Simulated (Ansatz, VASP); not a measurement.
This is a calculation of Ge for VASP 6.6.1.

File INCAR:

```
SYSTEM = Ge
  PREC = Accurate
  ENCUT = 520
  EDIFF = 1E-7
  ISMEAR = -1
  SIGMA = 0.05
  LREAL = .False.
  LASPH = .True.
  NELM = 150
  ALGO = Normal
  ISIF = 2
  LWAVE = .False.
  LCHARG = .True.
  MAGMOM = 0 0 0 0 0 0
  LORBIT = 11
  LSORBIT = .True.
  GGA_COMPAT = .False.
  LORBMOM = .True.
  GGA = PE
  LVHAR = .True.
  NBANDS = 40
```

File KPOINTS:

```
regular mesh
0
Gamma
  8 8 8
  0 0 0
```

Contents of POSCAR:

```
Ge
1.0
    0.0000000000      2.7711609388      2.7711609388
    2.7711609388      0.0000000000      2.7711609388
    2.7711609388      2.7711609388      0.0000000000
Ge
2
Direct
    0.7500000000      0.7500000000      0.7500000000
    0.5000000000      0.5000000000      0.5000000000
```

Potentials or basis: VASP PAW PBE potentials, release 64 (Ge_d).

Command:

```bash
$ cat potpaw_PBE.64/Ge_d/POTCAR > POTCAR
$ mpirun -np 1 vasp_ncl > vasp.out
```

Question: Translate it to Ansatz 0.2.0. Potentials there: Ansatz PAW.

Answer: As run (the cutoff follows the program's own potentials):

Contents of input.yaml:

```yaml
crystal:
  lattice:
    - [0.0, 2.7711609388, 2.7711609388]
    - [2.7711609388, 0.0, 2.7711609388]
    - [2.7711609388, 2.7711609388, 0.0]
  atoms:
    - { symbol: Ge, position: [0.75, 0.75, 0.75] }
    - { symbol: Ge, position: [0.5, 0.5, 0.5] }
hamiltonian:
  xc: pbe
  pseudopotentials: { kind: paw_fr }
magnetization:
  noncollinear: true
  spin_orbit: true
kpoints:
  mp_grid: { grid: [8, 8, 8] }
scf:
  occupations: { method: fermi_dirac, width: 0.05 }
output:
  forces: true
  stress: true
  eigenvalues: true
```

Potentials or basis: Ansatz PAW.

Launch:

```sh
$ ansatz run input.yaml --threads 2 --pin off --max-ram 5120MiB --backend cpu --events-out ev --progress --plain --runs-dir out
```

Both were run:

|  | VASP | Ansatz | Ansatz less VASP |
| --- | --- | --- | --- |
| pressure (GPa) | 8.9 | 9.0 | +0.05 |
| net moment per atom (μB) | 0.00 | 0.00 | 0.000 |

With one functional, cell and mesh, what is left measures potentials, basis and numerics.
